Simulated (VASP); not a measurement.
A run of VASP 6.6.1:

File INCAR:

```
SYSTEM = Ru
  PREC = Accurate
  ENCUT = 500
  EDIFF = 1E-7
  ISMEAR = 0
  SIGMA = 0.1
  LREAL = .FALSE.
  LASPH = .TRUE.
  NELM = 120
  ALGO = Normal
  ISIF = 3
  LWAVE = .FALSE.
  LCHARG = .FALSE.
  GGA = PE
  IBRION = 2
  NSW = 100
  EDIFFG = -0.05
  GGA_COMPAT = .FALSE.
  NELMIN = 4
```

The input KPOINTS:

```
regular mesh
0
G
  9 9 6
  0 0 0
```

The input POSCAR:

```
Ru
1.0
    2.6900000000      0.0000000000      0.0000000000
   -1.3450000000      2.3296083000      0.0000000000
    0.0000000000      0.0000000000      4.2500000000
Ru
2
Direct
    0.3333333000      0.6666667000      0.2500000000
    0.6666667000      0.3333333000      0.7500000000
```

Potentials or basis: VASP PAW PBE potentials, release 64 (Ru_pv).

Command:

```console
$ cat potpaw_PBE.64/Ru_pv/POTCAR > POTCAR
$ mpirun -np 1 vasp_std > vasp.out
```

Hardware: 1 thread of Intel Xeon 8259CL, on a shared host.

Q: Estimate the wall time of this run.

A: Wall time 69 s on 1 thread of Intel Xeon 8259CL, with other jobs on the host, peak memory 0.15 GiB. Counts: scf iterations 35, k points 48, ion steps 3.
